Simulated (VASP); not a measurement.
Write the native input for VASP 6.6.1 that does the following.

* Task: relaxation of cell and atoms
* Functional: LDA
* Potentials or basis: VASP PAW LDA potentials, release 64 (La, Mg, O)
* Cutoff: 600 eV
* k mesh: 7 × 7 × 7
* Occupations: fermi-dirac, width 0.1 eV
* Spin: no spin polarisation
* Target pressure: 8 GPa
* Dipole correction: no
* Further INCAR settings: ALGO = Normal; EDIFF = 1e-07; IBRION = 2; EDIFFG = -0.01; NSW = 100; ISIF = 3

The structure of LaMgO3 lies in POSCAR:

```
LaMgO3
1.0
    3.9457890000      0.0000000000      0.0000000000
    0.0000000000      3.9457890000      0.0000000000
    0.0000000000      0.0000000000      3.9457890000
La Mg O
1 1 3
Direct
    0.0000000000      0.0000000000      0.0000000000
    0.5000000000      0.5000000000      0.5000000000
    0.5000000000      0.5000000000      0.0000000000
    0.5000000000      0.0000000000      0.5000000000
    0.0000000000      0.5000000000      0.5000000000
```

The input as run:

INCAR

```
SYSTEM = LaMgO3
PREC = Accurate ; ENCUT = 600
EDIFF = 1E-7 ; ISMEAR = -1
SIGMA = 0.1 ; LREAL = .FALSE.
LASPH = .TRUE. ; NELM = 80
ALGO = Normal ; ISIF = 3
LWAVE = .FALSE. ; LCHARG = .FALSE.
GGA = CA ; IBRION = 2
NSW = 100 ; EDIFFG = -0.01
PSTRESS = 80.0
```

KPOINTS

```
Automatic mesh
0
G
  7 7 7
  0 0 0
```

Potentials or basis: VASP PAW LDA potentials, release 64 (La, Mg, O).

Run with:

```console
$ cat potpaw_LDA.64/La/POTCAR potpaw_LDA.64/Mg/POTCAR potpaw_LDA.64/O/POTCAR > POTCAR
$ mpirun -np 1 vasp_std > vasp.out
```

It gave:

- Relaxed volume: 10.86 Å³/atom
- Relaxed cell: a = 3.786 Å, b = 3.786 Å, c = 3.786 Å, α = 90.00°, β = 90.00°, γ = 90.00°
- Space group after relaxing (to 0.05 Å): Pm-3m (No. 221)
- Energy change on relaxing (the enthalpy is what falls): -24.7 meV/atom
- Ionic steps: 5
- Pressure after relaxing: 7.9 GPa

Caveat: the cell is relaxed towards a set pressure, so the enthalpy falls and the energy may rise; an odd number of electrons without spin polarisation forces a metal; a magnetic or distorted state may lie lower.

It took 120 s on 1 thread of AMD EPYC 9R45 (Zen 5) (shared host), peak memory 0.16 GiB.
